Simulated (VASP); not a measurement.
Input of a VASP 6.6.1 run:

File INCAR:

```
ALGO = Fast
DIPOL = 0.5 0.5 0.500
EDIFF = 1E-6
ENCUT = 520
GGA = PE
IDIPOL = 3
ISIF = 2
ISMEAR = 0
LASPH = True
LCHARG = True
LDIPOL = True
LELF = True
LREAL = False
LVACPOTAV = True
LVHAR = True
LWAVE = False
NBANDS = 43
NELM = 60
PREC = Accurate
SIGMA = 0.1
```

KPOINTS

```
k-points
0
Gamma
  15 15 1
```

Contents of POSCAR:

```
Ru
1.0
    2.7200250909      0.0000000000      0.0000000000
   -1.3600125454      2.3556108276      0.0000000000
    0.0000000000      0.0000000000     23.5935389932
Ru
5
Direct
    0.3333333333      0.6666666667      0.3205072489
    0.6666666667      0.3333333333      0.4082567049
    0.3333333333      0.6666666667      0.4999999999
    0.6666666667      0.3333333333      0.5917432960
    0.3333333333      0.6666666667      0.6794927504
```

Potentials or basis: VASP PAW PBE potentials, release 64 (Ru_pv).

Command:

```sh
$ cat potpaw_PBE.64/Ru_pv/POTCAR > POTCAR
$ mpirun -np 1 vasp_std > vasp.out
```

**Question.** Estimate the largest force.

**Answer.** 0.011 eV/Å.

**Question.** What does it give for the band gap on the k mesh?

**Answer.** Zero (band 35 reaches 4.41 eV, above the bottom of band 36 at 2.06 eV).

Forces on the atoms (eV/Å):
```
Ru   0.000  0.000 -0.011
Ru   0.000  0.000  0.010
Ru   0.000  0.000  0.000
Ru   0.000  0.000 -0.010
Ru   0.000  0.000  0.011
```
